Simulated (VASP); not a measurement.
# LiF (P6_3/mmc) in VASP: further runs

Runs on LiF. Level: PBE. Tasks: single point.

All numbers are computed with VASP 6.6.1; they aren't measurements. Logs are shortened: lines on timing, memory, paths and dates and some standing lists are left out, and cuts for length are marked.

### 1 The cell of the first run

Symmetry: P6_3/mmc, No. 194, hexagonal system. The conventional cell has a = 2.772 Å, b = 2.772 Å, c = 4.778 Å, α = 90.00°, β = 90.00°, γ = 120.00°. Within 2.6 Å of Li (site symmetry -3m) lie 6 F at 2.00 Å and 2 Li at 2.39 Å. Within 2.6 Å of F (site symmetry -6m2) lie 6 Li at 2.00 Å.

### 2 Single point, PBE (volume changed by -6%)

Contents of INCAR:

```
PREC = Accurate ; ENCUT = 520
EDIFF = 1E-6 ; ISMEAR = 0
SIGMA = 0.01 ; LREAL = False
LASPH = True ; NELM = 60
ALGO = Normal ; ISIF = 2
LWAVE = False ; LCHARG = False
GGA = PE ; NBANDS = 18
```

Contents of KPOINTS:

```
regular mesh
0
Gamma
  9 9 4
```

Contents of POSCAR:

```
LiF
1.0
    2.7722945837      0.0000000000      0.0000000000
   -1.3861472919      2.4008775363      0.0000000000
    0.0000000000      0.0000000000      4.7776585042
Li F
2 2
Direct
    0.0000000000      0.0000000000      0.0000000000
    0.0000000000      0.0000000000      0.5000000000
    0.3333333333      0.6666666667      0.2500000000
    0.6666666667      0.3333333333      0.7500000000
```

Potentials or basis: VASP PAW PBE potentials, release 64 (Li_sv, F).

Started as:

```bash
> cat potpaw_PBE.64/Li_sv/POTCAR potpaw_PBE.64/F/POTCAR > POTCAR
> mpirun -np 1 vasp_std > vasp.out
```

OUTCAR:

```text
PREC = Accurate
   ENCUT = 520
   EDIFF = 1E-6
   ISMEAR = 0
   LREAL = False
   LASPH = True
   NELM = 60
   ISIF = 2
   GGA = PE

 ion  position               nearest neighbor table
   1  0.000  0.000  0.000-   3 2.00   4 2.00   4 2.00   3 2.00   4 2.00   3 2.00   2 2.39   2 2.39

   2  0.000  0.000  0.500-   3 2.00   4 2.00   4 2.00   3 2.00   4 2.00   3 2.00   1 2.39   1 2.39

   3  0.333  0.667  0.250-   1 2.00   2 2.00   1 2.00   2 2.00   1 2.00   2 2.00
   4  0.667  0.333  0.750-   1 2.00   2 2.00   1 2.00   2 2.00   1 2.00   2 2.00

  LATTYP: Found a hexagonal cell.
 ALAT       =     2.7722945837
 C/A-ratio  =     1.7233588856

  Lattice vectors:

 A1 = (   2.7722945837,   0.0000000000,   0.0000000000)
 A2 = (  -1.3861472919,   2.4008775363,   0.0000000000)
 A3 = (   0.0000000000,   0.0000000000,   4.7776585042)

Analysis of symmetry for initial positions (statically):
=====================================================================
 Subroutine PRICEL returns:
 Original cell was already a primitive cell.

 Routine SETGRP: Setting up the symmetry group for a
 hexagonal supercell.

 Subroutine GETGRP returns: Found 24 space group operations
 (whereof 12 operations were pure point group operations)
 out of a pool of 24 trial point group operations.

The static configuration has the point symmetry D_3d.
 The point group associated with its full space group is D_6h.

Analysis of symmetry for dynamics (positions and initial velocities):
=====================================================================
 Subroutine PRICEL returns:
 Original cell was already a primitive cell.

 Routine SETGRP: Setting up the symmetry group for a
 hexagonal supercell.

 Subroutine GETGRP returns: Found 24 space group operations
 (whereof 12 operations were pure point group operations)
 out of a pool of 24 trial point group operations.

The dynamic configuration has the point symmetry D_3d.
 The point group associated with its full space group is D_6h.

 Subroutine INISYM returns: Found 24 space group operations
 (whereof 12 operations are pure point group operations),
 and found     1 'primitive' translations

----------------------------------------------------------------------------------------

                                     Primitive cell

  volume of cell :      31.7998

  direct lattice vectors                    reciprocal lattice vectors
     2.772294584  0.000000000  0.000000000     0.360712027  0.208257186  0.000000000
    -1.386147292  2.400877536  0.000000000     0.000000000  0.416514372  0.000000000
     0.000000000  0.000000000  4.777658504     0.000000000  0.000000000  0.209307551

  length of vectors
     2.772294584  2.772294584  4.777658504     0.416514372  0.416514372  0.209307551

  position of ions in fractional coordinates (direct lattice)
     0.000000000  0.000000000  0.000000000
     0.000000000  0.000000000  0.500000000
     0.333333333  0.666666667  0.250000000
     0.666666667  0.333333333  0.750000000

  ion indices of the primitive-cell ions
   primitive index   ion index
                 1           1
                 2           2
                 3           3
                 4           4

----------------------------------------------------------------------------------------

 KPOINTS: regular mesh

Automatic generation of k-mesh.
 Grid dimensions read from file:
 generate k-points for:    9    9    4

 Generating k-lattice:

  Cartesian coordinates                     Fractional coordinates (reciprocal lattice)
     0.040079114  0.023139687  0.000000000     0.111111111  0.000000000  0.000000000
     0.000000000  0.046279375  0.000000000     0.000000000  0.111111111  0.000000000
     0.000000000  0.000000000  0.052326888     0.000000000  0.000000000  0.250000000

  Length of vectors
     0.046279375  0.046279375  0.052326888

  Shift w.r.t. Gamma in fractional coordinates (k-lattice)
     0.000000000  0.000000000  0.000000000

 Subroutine IBZKPT returns following result:
 ===========================================

 Found     36 irreducible k-points:

 Following reciprocal coordinates:
            Coordinates               Weight
  0.000000  0.000000  0.000000      1.000000
  0.111111  0.000000  0.000000      6.000000
  0.222222  0.000000  0.000000      6.000000
  0.333333  0.000000  0.000000      6.000000
  0.444444  0.000000  0.000000      6.000000
  0.111111  0.111111  0.000000      6.000000
[... 16 lines left out ...]
  0.333333  0.222222  0.250000     24.000000
  0.333333  0.333333  0.250000      4.000000
 [... further k-points ...]
   k-points           NKPTS =     36   k-points in BZ     NKDIM =     36   number of bands    NBANDS=     18
   number of dos      NEDOS =    301   number of ions     NIONS =      4
   total plane-waves  NPLWV =  20736
   dimension x,y,z NGX =    24 NGY =   24 NGZ =   36
   dimension x,y,z NGXF=    48 NGYF=   48 NGZF=   72
   ions per type =               2   2
   NGX,Y,Z   is equivalent  to a cutoff of  14.39, 14.39, 12.53 a.u.
   NGXF,Y,Z  is equivalent  to a cutoff of  28.78, 28.78, 25.05 a.u.
 SYSTEM =  unknown system
   PREC   = accura    normal or accurate (medium, high low for compatibility)
   ISTART =      0    job   : 0-new  1-cont  2-samecut
   ICHARG =      2    charge: 1-file 2-atom 10-const
   ISPIN  =      1    spin polarized calculation?
   LNONCOLLINEAR =      F non collinear calculations
   LSORBIT =      F    spin-orbit coupling
   LASPH  =      T    aspherical Exc in radial PAW
   ENCUT  =  520.0 eV  38.22 Ry    6.18 a.u.   5.15  5.15  8.88*2*pi/ulx,y,z
   NELM   =     60;   NELMIN=  2; NELMDL= -5     # of ELM steps
   EDIFF  = 0.1E-05   stopping-criterion for ELM
   LREAL  =      F    real-space projection
   EDIFFG = 0.1E-04   stopping-criterion for IOM
   NSW    =      0    number of steps for IOM
   IBRION =     -1    ionic relax: 0-MD 1-quasi-New 2-CG
   NFREE  =      0    steps in history (QN), initial steepest desc. (CG)
   ISIF   =      2    stress and relaxation
   ISYM   =      2    0-nonsym 1-usesym 2-fastsym
   POTIM  = 0.5000    time-step for ionic-motion
   TEBEG  =    0.0;   TEEND  =   0.0 temperature during run
   PSTRESS=    0.0 pullay stress
   NELECT =      20.0000    total number of electrons
   NUPDOWN=      -1.0000    fix difference up-down
[... 29 lines left out ...]
  ---------------------------------------------------
  ext. energy  EPLUGINS =         0.00000000
  ---------------------------------------------------
  free energy    TOTEN  =       -19.08050216 eV

  energy without entropy =      -19.08050216  energy(sigma->0) =      -19.08050216

 E-fermi :  -0.6296     XC(G=0): -10.1103

 val. band max:       -0.7440518032   @ k =   0.0000   0.0000   0.0000
 cond. band min:       8.5043850663   @ k =   0.0000   0.0000   0.0000
 fundamental gap:      9.2484368695
 Fermi energy:        -0.6295647908

 k-point     1 :       0.0000    0.0000    0.0000
  band No.  band energies     occupation
      1     -41.8623      2.00000
      2     -41.7645      2.00000
      3     -20.8951      2.00000
      4     -20.5375      2.00000
      5      -3.4681      2.00000
      6      -1.0497      2.00000
[... 10 lines left out ...]
     17      22.6853      0.00000
     18      22.6853      0.00000

 k-point     2 :       0.1111    0.0000    0.0000
  band No.  band energies     occupation
      1     -41.8559      2.00000
      2     -41.7599      2.00000
      3     -20.8452      2.00000
      4     -20.4900      2.00000
      5      -3.4081      2.00000
      6      -1.3287      2.00000
[... 10 lines left out ...]
     17      21.6839      0.00000
     18      21.8758      0.00000

 k-point     3 :       0.2222    0.0000    0.0000
  band No.  band energies     occupation
      1     -41.8395      2.00000
      2     -41.7486      2.00000
      3     -20.7125      2.00000
      4     -20.3700      2.00000
      5      -3.2321      2.00000
      6      -2.1757      2.00000
[... 10 lines left out ...]
     17      19.7003      0.00000
     18      20.1678      0.00000

 k-point     4 :       0.3333    0.0000    0.0000
  band No.  band energies     occupation
      1     -41.8207      2.00000
      2     -41.7356      2.00000
      3     -20.5447      2.00000
      4     -20.2390      2.00000
      5      -2.9703      2.00000
      6      -2.9689      2.00000
[... 10 lines left out ...]
     17      19.0338      0.00000
     18      19.8668      0.00000

 k-point     5 :       0.4444    0.0000    0.0000
  band No.  band energies     occupation
      1     -41.8085      2.00000
      2     -41.7271      2.00000
      3     -20.4216      2.00000
      4     -20.1600      2.00000
      5      -3.4076      2.00000
      6      -3.1822      2.00000
[... 10 lines left out ...]
     17      18.4480      0.00000
     18      19.9523      0.00000

 k-point     6 :       0.1111    0.1111    0.0000
  band No.  band energies     occupation
      1     -41.8444      2.00000
      2     -41.7520      2.00000
      3     -20.7534      2.00000
      4     -20.4062      2.00000
      5      -3.2887      2.00000
      6      -1.8993      2.00000
[... 10 lines left out ...]
     17      20.9079      0.00000
     18      20.9173      0.00000

 k-point     7 :       0.2222    0.1111    0.0000
  band No.  band energies     occupation
      1     -41.8268      2.00000
      2     -41.7398      2.00000
      3     -20.5993      2.00000
      4     -20.2834      2.00000
      5      -3.0573      2.00000
      6      -2.6490      2.00000
[... 10 lines left out ...]
     17      19.9869      0.00000
     18      20.5791      0.00000

 k-point     8 :       0.3333    0.1111    0.0000
  band No.  band energies     occupation
      1     -41.8113      2.00000
      2     -41.7291      2.00000
      3     -20.4441      2.00000
      4     -20.1864      2.00000
      5      -3.1911      2.00000
      6      -2.9110      2.00000
[... 10 lines left out ...]
     17      19.3455      0.00000
     18      20.3290      0.00000
[... 229 lines left out ...]
     17      19.9757      0.00000
     18      20.9422      0.00000

 k-point    20 :       0.3333    0.1111    0.2500
  band No.  band energies     occupation
      1     -41.7993      2.00000
      2     -41.7412      2.00000
      3     -20.4066      2.00000
      4     -20.2243      2.00000
      5      -3.3796      2.00000
      6      -3.1406      2.00000
[... 10 lines left out ...]
     17      19.5737      0.00000
     18      20.4854      0.00000

 k-point    21 :       0.4444    0.1111    0.2500
  band No.  band energies     occupation
      1     -41.7935      2.00000
      2     -41.7367      2.00000
      3     -20.3418      2.00000
      4     -20.1860      2.00000
      5      -3.4755      2.00000
      6      -3.4647      2.00000
[... 10 lines left out ...]
     17      19.3838      0.00000
     18      20.3641      0.00000

 k-point    22 :       0.2222    0.2222    0.2500
  band No.  band energies     occupation
      1     -41.8004      2.00000
      2     -41.7420      2.00000
      3     -20.4126      2.00000
      4     -20.2378      2.00000
      5      -3.2498      2.00000
      6      -2.8754      2.00000
[... 10 lines left out ...]
     17      20.1351      0.00000
     18      21.8568      0.00000

 k-point    23 :       0.3333    0.2222    0.2500
  band No.  band energies     occupation
      1     -41.7915      2.00000
      2     -41.7351      2.00000
      3     -20.2999      2.00000
      4     -20.1929      2.00000
      5      -3.3238      2.00000
      6      -3.1700      2.00000
[... 10 lines left out ...]
     17      20.1349      0.00000
     18      21.8137      0.00000

 k-point    24 :       0.3333    0.3333    0.2500
  band No.  band energies     occupation
      1     -41.7883      2.00000
      2     -41.7327      2.00000
      3     -20.2188      2.00000
      4     -20.2188      2.00000
      5      -3.1170      2.00000
      6      -3.1170      2.00000
[... 10 lines left out ...]
     17      20.3279      0.00000
     18      23.1907      0.00000

 [... further k-points ...]
[... 5 lines left out ...]
  --------------------------------------------------------------------------------------
  -------------------------------------------------------------------------------------
  Total        0.8310464      0.8310464      0.8521761     -0.0000000     -0.0000000      0.0000000
  in kB       41.8708112     41.8708112     42.9353925     -0.0000000     -0.0000000      0.0000000
  external PRESSURE =      42.2256716 kB  Pullay stress =       0.0000000 kB

 VOLUME and BASIS-vectors are now :
 -----------------------------------------------------------------------------
  energy-cutoff  :      520.00
  volume of cell :       31.80
      direct lattice vectors                 reciprocal lattice vectors
     2.772294584  0.000000000  0.000000000     0.360712027  0.208257186  0.000000000
    -1.386147292  2.400877536  0.000000000     0.000000000  0.416514372  0.000000000
     0.000000000  0.000000000  4.777658504     0.000000000  0.000000000  0.209307551

 POSITION                                       TOTAL-FORCE (eV/Angst)
 -----------------------------------------------------------------------------------
      0.00000      0.00000      0.00000         0.000000      0.000000     -0.000000
      0.00000      0.00000      2.38883         0.000000      0.000000     -0.000000
     -0.00000      1.60059      1.19441        -0.000000      0.000000      0.000000
      1.38615      0.80029      3.58324         0.000000      0.000000      0.000000
 -----------------------------------------------------------------------------------
    total drift:                               -0.000000      0.000000     -0.000000

  FREE ENERGIE OF THE ION-ELECTRON SYSTEM (eV)
  ---------------------------------------------------
  free  energy   TOTEN  =       -19.0805021552 eV

  energy  without entropy=      -19.0805021552  energy(sigma->0) =      -19.08050216
```

Run time: 6.7 s. Hardware: 1 thread of Intel Xeon 6975P-C (Granite Rapids), shared host; peak memory 0.14 GiB.

What came out:

```yaml
Free_energy: -19.0805 eV
Band_gap_on_the_k_mesh: 9.25 eV, direct
```

Levels at points of the mesh, in eV from the valence-band top:
```tsv
k point	band 6	band 7	band 8	band 9	band 10	band 11	band 12	band 13	band 14	band 15
(0.00, 0.00, 0.00)	-0.31	-0.18	-0.18	0.00	0.00	9.25	10.87	16.54	20.17	20.17
(0.00, 0.00, 0.50)	-1.63	-0.09	-0.09	-0.09	-0.09	10.52	10.52	17.31	17.31	21.01
```

Caveat: the cell differs from its parent crystal (volume changed by -6%); the cutoff is under 1.25 times the usual one of these potentials, so pressure, stress and relaxed cells hold a basis-set (Pulay) error. A k mesh can miss the band edges.

### 3 Single point, PBE (volume changed by -3%)

Contents of INCAR:

```
SYSTEM = LiF
  ALGO = Normal
  EDIFF = 1E-6
  ENCUT = 520
  GGA = PE
  ISIF = 2
  ISMEAR = 0
  LASPH = .True.
  LCHARG = .False.
  LREAL = .False.
  LWAVE = .False.
  NBANDS = 18
  NELM = 100
  PREC = Accurate
  SIGMA = 0.01
```

Contents of KPOINTS:

```
k-points
0
Gamma
  9 9 4
  0 0 0
```

Contents of POSCAR:

```
LiF
1.0
    2.8014787766      0.0000000000      0.0000000000
   -1.4007393883      2.4261517887      0.0000000000
    0.0000000000      0.0000000000      4.8279533423
Li F
2 2
Direct
    0.0000000000      0.0000000000      0.0000000000
    0.0000000000      0.0000000000      0.5000000000
    0.3333333333      0.6666666667      0.2500000000
    0.6666666667      0.3333333333      0.7500000000
```

Potentials or basis: VASP PAW PBE potentials, release 64 (Li_sv, F).

Started as:

```bash
> cat potpaw_PBE.64/Li_sv/POTCAR potpaw_PBE.64/F/POTCAR > POTCAR
> mpirun -np 1 vasp_std > vasp.out
```

It took 6.7 s on 1 thread of Intel Xeon 6975P-C (Granite Rapids), shared host; peak memory 0.15 GiB.

Results (log left out):

| Property | Result |
| --- | --- |
| Free energy | -19.1024 eV |
| Band gap on the k mesh | 8.97 eV, direct |

Levels at points of the mesh, in eV from the valence-band top:
```tsv
k point	band 8	band 9	band 10	band 11	band 12	band 13
(0.00, 0.00, 0.00)	-0.17	0.00	0.00	8.97	10.69	16.16
(0.00, 0.00, 0.50)	-0.08	-0.08	-0.08	10.26	10.26	17.04
```

Caveat: the cell differs from its parent crystal (volume changed by -3%); the cutoff is under 1.25 times the usual one of these potentials, so pressure, stress and relaxed cells hold a basis-set (Pulay) error.

### 4 Single point, PBE

This run uses another cell than the first one, of 8.46 Å³/atom, 1.064 times its volume.

Contents of INCAR:

```
ALGO = Normal
EDIFF = 1E-7
ENCUT = 520
GGA = PE
ISIF = 2
ISMEAR = 0
LASPH = T
LCHARG = F
LREAL = F
LWAVE = F
NBANDS = 18
NELM = 100
PREC = Accurate
SIGMA = 0.01
```

Contents of KPOINTS:

```
k-points
0
Gamma
  9 9 4
```

Contents of POSCAR:

```
LiF
1.0
    2.8300672693      0.0000000000      0.0000000000
   -1.4150336347      2.4509101496      0.0000000000
    0.0000000000      0.0000000000      4.8772215752
Li F
2 2
Direct
    0.0000000000      0.0000000000      0.0000000000
    0.0000000000      0.0000000000      0.5000000000
    0.3333333333      0.6666666667      0.2500000000
    0.6666666667      0.3333333333      0.7500000000
```

Started as:

```bash
> cat potpaw_PBE.64/Li_sv/POTCAR potpaw_PBE.64/F/POTCAR > POTCAR
> mpirun -np 1 vasp_std > vasp.out
```

It took 7.9 s on 1 thread of Intel Xeon 6975P-C (Granite Rapids), shared host; peak memory 0.15 GiB.

Results (log left out):

* Free energy: -19.1096 eV
* Band gap on the k mesh: 8.71 eV, direct

Levels at points of the mesh, in eV from the valence-band top:
| k point | band 6 | band 7 | band 8 | band 9 | band 10 | band 11 | band 12 | band 13 | band 14 | band 15 |
| --- | --- | --- | --- | --- | --- | --- | --- | --- | --- | --- |
| (0.00, 0.00, 0.00) | -0.28 | -0.16 | -0.16 | 0.00 | 0.00 | 8.71 | 10.52 | 15.80 | 19.61 | 19.61 |
| (0.00, 0.00, 0.50) | -1.52 | -0.08 | -0.08 | -0.08 | -0.08 | 10.01 | 10.01 | 16.78 | 16.78 | 20.43 |

Caveat: the cutoff is under 1.25 times the usual one of these potentials, so pressure, stress and relaxed cells hold a basis-set (Pulay) error.

### 5 Single point, PBE (volume changed by +3%)

Contents of INCAR:

```
  ALGO = Normal
  EDIFF = 1E-7
  ENCUT = 520
  GGA = PE
  ISIF = 2
  ISMEAR = 0
  LASPH = T
  LCHARG = F
  LREAL = F
  LWAVE = F
  NBANDS = 18
  NELM = 60
  PREC = Accurate
  SIGMA = 0.01
```

KPOINTS is that of step 4.

Contents of POSCAR:

```
LiF
1.0
    2.8580895597      0.0000000000      0.0000000000
   -1.4290447799      2.4751781650      0.0000000000
    0.0000000000      0.0000000000      4.9255140384
Li F
2 2
Direct
    0.0000000000      0.0000000000      0.0000000000
    0.0000000000      0.0000000000      0.5000000000
    0.3333333333      0.6666666667      0.2500000000
    0.6666666667      0.3333333333      0.7500000000
```

Started as:

```bash
> cat potpaw_PBE.64/Li_sv/POTCAR potpaw_PBE.64/F/POTCAR > POTCAR
> mpirun -np 1 vasp_std > vasp.out
```

Run time: 8.8 s. Hardware: 1 thread of Intel Xeon 6975P-C (Granite Rapids), shared host; peak memory 0.16 GiB.

Results (log left out):

```
Free energy            : -19.1038 eV
Band gap on the k mesh : 8.46 eV, direct
```

Levels at points of the mesh, in eV from the valence-band top:
| k point | band 8 | band 9 | band 10 | band 11 | band 12 | band 13 |
| --- | --- | --- | --- | --- | --- | --- |
| (0.00, 0.00, 0.00) | -0.15 | 0.00 | 0.00 | 8.46 | 10.36 | 15.47 |
| (0.00, 0.00, 0.50) | -0.08 | -0.08 | -0.08 | 9.77 | 9.77 | 16.53 |

Caveat: the cell differs from its parent crystal (volume changed by +3%); the cutoff is under 1.25 times the usual one of these potentials, so pressure, stress and relaxed cells hold a basis-set (Pulay) error. A k mesh can miss the band edges.

### 6 Summary

| cell | gap on the mesh (eV) |
| --- | --- |
| a = 2.772, b = 2.772, c = 4.778 Å, angles 90.0, 90.0, 120.0°, 4 atoms | 9.25 |
| a = 2.801, b = 2.801, c = 4.828 Å, angles 90.0, 90.0, 120.0°, 4 atoms | 8.97 |
| a = 2.830, b = 2.830, c = 4.877 Å, angles 90.0, 90.0, 120.0°, 4 atoms | 8.71 |
| a = 2.858, b = 2.858, c = 4.926 Å, angles 90.0, 90.0, 120.0°, 4 atoms | 8.46 |

Alike in all rows: task single point; level PBE; potentials or basis VASP PAW PBE potentials, release 64 (Li_sv, F); no spin polarisation; k mesh 9 × 9 × 4; cutoff (eV) 520; smearing gaussian 0.01 eV.

Caveats: the cutoff is under 1.25 times the usual one of these potentials, so pressure, stress and relaxed cells hold a basis-set (Pulay) error.

Absolute energies hang on the potentials; compare differences alone.
